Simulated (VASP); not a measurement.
# SrO (P6_3/mmc) in VASP: single point with PBE

Aim: the single point of SrO with PBE.

Everything below comes from runs of VASP 6.6.1. Logs are shortened: lines on timing, memory, paths and dates and some standing lists are left out, and cuts for length are marked.

**1. The cell of the first run**

Symmetry: P6_3/mmc, No. 194, hexagonal system. The conventional cell has a = 4.270 Å, b = 4.270 Å, c = 5.144 Å, α = 90.00°, β = 90.00°, γ = 120.00°. Sr (site symmetry -6m2) has 5 O at 2.47 to 2.57 Å within 3.3 Å. O (site symmetry -6m2) has 5 Sr at 2.47 to 2.57 Å within 3.3 Å.

**2. Single point, PBE**

INCAR reads:

```
SYSTEM = SrO
PREC     = Accurate       ! precision mode
ENCUT    = 600            ! plane-wave cutoff, eV
EDIFF    = 1E-6           ! SCF threshold, eV
ISMEAR   = 0              ! smearing method
SIGMA    = 0.001          ! smearing width, eV
LREAL    = .False.        ! projectors in reciprocal space
LASPH    = .True.         ! aspherical terms in the spheres
NELM     = 120            ! most SCF steps
ALGO     = Normal         ! electronic algorithm
ISIF     = 2              ! what is computed and relaxed
LWAVE    = .False.        ! write WAVECAR
LCHARG   = .False.        ! write CHGCAR
GGA      = PE             ! functional
NBANDS   = 24             ! bands
GGA_COMPAT= .False.
```

KPOINTS reads:

```
Automatic mesh
0
Gamma
  6 6 4
  0 0 0
```

POSCAR reads:

```
SrO
1.0
    4.2700252809      0.0000000000      0.0000000000
   -2.1350126404      3.6979503680      0.0000000000
    0.0000000000      0.0000000000      5.1444569793
Sr O
2 2
Direct
    0.3333333333      0.6666666667      0.2500000000
    0.6666666667      0.3333333333      0.7500000000
    0.6666666667      0.3333333333      0.2500000000
    0.3333333333      0.6666666667      0.7500000000
```

Potentials or basis: VASP PAW PBE potentials, release 64 (Sr_sv, O).

Launch:

```sh
> cat potpaw_PBE.64/Sr_sv/POTCAR potpaw_PBE.64/O/POTCAR > POTCAR
> mpirun -np 1 vasp_std > vasp.out
```

OUTCAR:

```text
SYSTEM = SrO
   PREC = Accurate
   ENCUT = 600
   EDIFF = 1E-6
   ISMEAR = 0
   LREAL = .False.
   LASPH = .True.
   NELM = 120
   ISIF = 2
   GGA = PE

 ion  position               nearest neighbor table
   1  0.333  0.667  0.250-   3 2.47   3 2.47   3 2.47   4 2.57   4 2.57   2 3.56   2 3.56   2 3.56
                             2 3.56   2 3.56   2 3.56
   2  0.667  0.333  0.750-   4 2.47   4 2.47   4 2.47   3 2.57   3 2.57   1 3.56   1 3.56   1 3.56
                             1 3.56   1 3.56   1 3.56
   3  0.667  0.333  0.250-   1 2.47   1 2.47   1 2.47   2 2.57   2 2.57
   4  0.333  0.667  0.750-   2 2.47   2 2.47   2 2.47   1 2.57   1 2.57

  LATTYP: Found a hexagonal cell.
 ALAT       =     4.2700252809
 C/A-ratio  =     1.2047837286

  Lattice vectors:

 A1 = (   4.2700252809,   0.0000000000,   0.0000000000)
 A2 = (  -2.1350126404,   3.6979503680,   0.0000000000)
 A3 = (   0.0000000000,   0.0000000000,   5.1444569793)

Analysis of symmetry for initial positions (statically):
=====================================================================
 Subroutine PRICEL returns:
 Original cell was already a primitive cell.

 Routine SETGRP: Setting up the symmetry group for a
 hexagonal supercell.

 Subroutine GETGRP returns: Found 24 space group operations
 (whereof 12 operations were pure point group operations)
 out of a pool of 24 trial point group operations.

The static configuration has the point symmetry D_3d.
 The point group associated with its full space group is D_6h.

Analysis of symmetry for dynamics (positions and initial velocities):
=====================================================================
 Subroutine PRICEL returns:
 Original cell was already a primitive cell.

 Routine SETGRP: Setting up the symmetry group for a
 hexagonal supercell.

 Subroutine GETGRP returns: Found 24 space group operations
 (whereof 12 operations were pure point group operations)
 out of a pool of 24 trial point group operations.

The dynamic configuration has the point symmetry D_3d.
 The point group associated with its full space group is D_6h.

 Subroutine INISYM returns: Found 24 space group operations
 (whereof 12 operations are pure point group operations),
 and found     1 'primitive' translations

----------------------------------------------------------------------------------------

                                     Primitive cell

  volume of cell :      81.2327

[... 81 lines left out ...]
   ICHARG =      2    charge: 1-file 2-atom 10-const
   ISPIN  =      1    spin polarized calculation?
   LNONCOLLINEAR =      F non collinear calculations
   LSORBIT =      F    spin-orbit coupling
   LASPH  =      T    aspherical Exc in radial PAW
   ENCUT  =  600.0 eV  44.10 Ry    6.64 a.u.   8.53  8.53 10.27*2*pi/ulx,y,z
   NELM   =    120;   NELMIN=  2; NELMDL= -5     # of ELM steps
   EDIFF  = 0.1E-05   stopping-criterion for ELM
   LREAL  =      F    real-space projection
[... 7 lines left out ...]
   TEBEG  =    0.0;   TEEND  =   0.0 temperature during run
   PSTRESS=    0.0 pullay stress
   NELECT =      32.0000    total number of electrons
   NUPDOWN=      -1.0000    fix difference up-down
   EMIN   =  10.00;   EMAX   =-10.00  energy-range for DOS
   EFERMI =   0.00;   METHOD = LEGACY
   ISMEAR =     0;   SIGMA  =   0.00  broadening in eV -4-tet -1-fermi 0-gaus
   EFERMI_NEDOS =   21; number of points for ismear=-14 and -15
   IALGO  =     38    algorithm
   IMIX   =      4    mixing-type and parameters
     AMIX     =   0.40;   BMIX     =  1.00
     AMIX_MAG =   1.60;   BMIX_MAG =  1.00
  volume/ion in A,a.u.               =      20.31       137.05
  Fermi-wavevector in a.u.,A,eV,Ry     =   1.200092  2.267845 19.595387  1.440220
  Thomas-Fermi vector in A             =   2.335937
   LORBIT       =      0    0 simple, 1 ext, 2 COOP (PROOUT), +10 PAW based schemes
   GGA     = PE    functional components
   LHFCALC =     F    Hartree Fock is set to
   AEXX    =    0.0000 exact exchange contribution
   IVDW    =     0    specifies the selected vdW correction
   LEPSILON=     F    determine dielectric tensor
   LRPA    =     F    only Hartree local field effects (RPA)
 non-spin polarized calculation
 Gauss-broadening in eV      SIGMA  =   0.00
  energy-cutoff  :      600.00
  volume of cell :       81.23
 maximum number of plane-waves:      2733
 NGX is ok and might be reduce to    36
   NGX = 17   NGY = 17   NGZ = 21

 number of electron      32.0000001 magnetization

 Free energy of the ion-electron system (eV)
  ---------------------------------------------------
  ext. energy  EPLUGINS =         0.00000000
  ---------------------------------------------------
  free energy    TOTEN  =       -23.89801633 eV

  energy without entropy =      -23.89801633  energy(sigma->0) =      -23.89801633

 E-fermi :   0.8956     XC(G=0):  -8.9593

 val. band max:        0.7830778642   @ k =   0.0000   0.0000   0.0000
 cond. band min:       3.4226823607   @ k =   0.0000   0.0000   0.0000
 fundamental gap:      2.6396044965
 Fermi energy:         0.8955853922

 k-point     1 :       0.0000    0.0000    0.0000
  band No.  band energies     occupation
      1     -31.6217      2.00000
      2     -31.4532      2.00000
      3     -14.2576      2.00000
      4     -14.2555      2.00000
      5     -14.1599      2.00000
      6     -13.7620      2.00000
[... 556 lines left out ...]
     23      10.0242      0.00000
     24      10.0242      0.00000

------------------------ aborting loop because EDIFF is reached ----------------------------------------

  FORCE on cell =-STRESS in cart. coord.  units (eV):
  Direction    XX          YY          ZZ          XY          YZ          ZX
  --------------------------------------------------------------------------------------
  -------------------------------------------------------------------------------------
  Total        0.7555511      0.7555511      0.9889951      0.0000000      0.0000000      0.0000000
  in kB       14.9019582     14.9019582     19.5062433      0.0000000      0.0000000      0.0000000
  external PRESSURE =      16.4367199 kB  Pullay stress =       0.0000000 kB

 VOLUME and BASIS-vectors are now :
 -----------------------------------------------------------------------------
  energy-cutoff  :      600.00
  volume of cell :       81.23
      direct lattice vectors                 reciprocal lattice vectors
     4.270025281  0.000000000  0.000000000     0.234190651  0.135210035  0.000000000
    -2.135012640  3.697950368  0.000000000     0.000000000  0.270420071  0.000000000
     0.000000000  0.000000000  5.144456979     0.000000000  0.000000000  0.194383976

 POSITION                                       TOTAL-FORCE (eV/Angst)
 -----------------------------------------------------------------------------------
     -0.00000      2.46530      1.28611        -0.000000     -0.000000      0.000000
      2.13501      1.23265      3.85834         0.000000     -0.000000     -0.000000
      2.13501      1.23265      1.28611        -0.000000     -0.000000      0.000000
     -0.00000      2.46530      3.85834         0.000000      0.000000      0.000000
 -----------------------------------------------------------------------------------
    total drift:                                0.000000      0.000000     -0.000000

  FREE ENERGIE OF THE ION-ELECTRON SYSTEM (eV)
  ---------------------------------------------------
  free  energy   TOTEN  =       -23.8980163306 eV

  energy  without entropy=      -23.8980163306  energy(sigma->0) =      -23.89801633
```

OSZICAR:

```text
N       E                     dE             d eps       ncg     rms          rms(c)
DAV:   1     0.210096233159E+03    0.21010E+03   -0.17929E+04  1016   0.140E+03
DAV:   2    -0.162348968625E+02   -0.22633E+03   -0.21064E+03  1408   0.300E+02
DAV:   3    -0.292765470874E+02   -0.13042E+02   -0.12945E+02  1520   0.682E+01
DAV:   4    -0.296814975618E+02   -0.40495E+00   -0.40466E+00  1424   0.939E+00
DAV:   5    -0.296867768652E+02   -0.52793E-02   -0.52792E-02  1424   0.104E+00    0.239E+01
DAV:   6    -0.241959512820E+02    0.54908E+01   -0.25743E+01  1128   0.266E+01    0.287E+01
DAV:   7    -0.240035871746E+02    0.19236E+00   -0.19435E+00  1352   0.798E+00    0.170E+01
DAV:   8    -0.238925803016E+02    0.11101E+00   -0.54247E-01  1176   0.507E+00    0.246E+00
DAV:   9    -0.238902012489E+02    0.23791E-02   -0.54816E-02  1384   0.147E+00    0.511E-01
DAV:  10    -0.238971461599E+02   -0.69449E-02   -0.70622E-03  1064   0.499E-01    0.221E-01
DAV:  11    -0.238976898298E+02   -0.54367E-03   -0.20454E-03  1344   0.238E-01    0.118E-01
DAV:  12    -0.238980180831E+02   -0.32825E-03   -0.57125E-04  1048   0.125E-01    0.333E-02
DAV:  13    -0.238980160860E+02    0.19970E-05   -0.27797E-05  1392   0.304E-02    0.165E-02
DAV:  14    -0.238980163306E+02   -0.24457E-06   -0.92267E-06  1136   0.181E-02
   1 F= -.23898016E+02 E0= -.23898016E+02  d E =0.000000E+00
```

It took 55 s on 1 thread of Intel Xeon Platinum 8259CL at 2.50GHz (Skylake/Cascade Lake), shared host; peak memory 0.24 GiB.

Results:

```
Free energy            : -23.8980 eV
Pressure               : 1.6 GPa
Band gap on the k mesh : 2.64 eV, direct
```
